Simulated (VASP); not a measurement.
Write the native input for VASP 6.6.1 that does the following.

| Item | Value |
| --- | --- |
| Task | single point |
| Functional | PBE |
| Potentials or basis | VASP PAW PBE potentials, release 64 (Gd, O) |
| Cutoff | 520 eV |
| k mesh | 9 × 9 × 9 |
| Occupations | fermi-dirac, width 0.05 eV |
| Spin | collinear spin, ferromagnetic start |
| Starting moments | [7.0, 0.0] μB |
| Dipole correction | no |
| Further INCAR settings | ALGO = Normal; EDIFF = 1e-07; NBANDS = 23 |

The structure of GdO lies in POSCAR:

```
GdO
1.0
    2.7446178385      0.0000000000      0.0000000000
    0.0000000000      2.7446178385      0.0000000000
    0.0000000000      0.0000000000      2.7446178385
Gd O
1 1
Direct
    0.0000000000      0.0000000000      0.0000000000
    0.5000000000      0.5000000000      0.5000000000
```

These files were run (other wordings do the same):

INCAR

```
PREC = Accurate
ENCUT = 520
EDIFF = 1E-7
ISMEAR = -1
SIGMA = 0.05
LREAL = False
LASPH = True
NELM = 150
ALGO = Normal
ISIF = 2
LWAVE = False
LCHARG = False
ISPIN = 2
MAGMOM = 7 0
LORBIT = 11
LMAXMIX = 6
GGA = PE
NBANDS = 23
```

KPOINTS

```
Automatic mesh
0
Gamma
  9 9 9
```

Potentials or basis: VASP PAW PBE potentials, release 64 (Gd, O).

Command:

```sh
$ cat potpaw_PBE.64/Gd/POTCAR potpaw_PBE.64/O/POTCAR > POTCAR
$ mpirun -np 1 vasp_std > vasp.out
```

It gave:

```json
{
  "Pressure": "71.9 GPa",
  "Net moment": "6.96 μB per cell",
  "Site moments": "Gd +6.70; O +0.01 μB",
  "Valence electrons inside the program's atomic spheres": "Gd 15.76; O 5.11"
}
```

Caveat: a cell with one magnetic atom can't hold antiferromagnetic order, which such compounds often take.

It took 55 s on 1 thread of AMD EPYC 7R43 64-Core Processor (Zen 3), with other jobs on the host, peak memory 0.11 GiB.
